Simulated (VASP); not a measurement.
A run of VASP 6.6.1:

The input INCAR:

```
SYSTEM = Cd
ALGO = Normal ; EDIFF = 1E-6
ENCUT = 520 ; GGA = PE
ISIF = 2 ; ISMEAR = -1
LASPH = .True. ; LCHARG = .False.
LREAL = .False. ; LWAVE = .False.
NBANDS = 19 ; NELM = 80
PREC = Accurate ; SIGMA = 0.08
```

KPOINTS

```
k-points
0
Gamma
  14 14 14
  0 0 0
```

The input POSCAR:

```
Cd
1.0
   -2.9341495878      2.9341495878      1.4994422110
    2.9341495878     -2.9341495878      1.4994422110
    2.9341495878      2.9341495878     -1.4994422110
Cd
2
Direct
   -0.3750000000     -0.1250000000     -0.2500000000
    0.3750000000      0.1250000000      0.2500000000
```

Potentials or basis: VASP PAW PBE potentials, release 64 (Cd).

The run is started by

```console
$ cat potpaw_PBE.64/Cd/POTCAR > POTCAR
$ mpirun -np 1 vasp_std > vasp.out
```

Hardware: 1 thread of Intel(R) Xeon(R) Platinum 8559C (Emerald Rapids), on a shared host.

Q: How long does it take, and how much memory?

A: It took 110 s on 1 thread of Intel(R) Xeon(R) Platinum 8559C (Emerald Rapids), on a shared host, peak memory 0.33 GiB. Counts: scf iterations 11, k points 244.
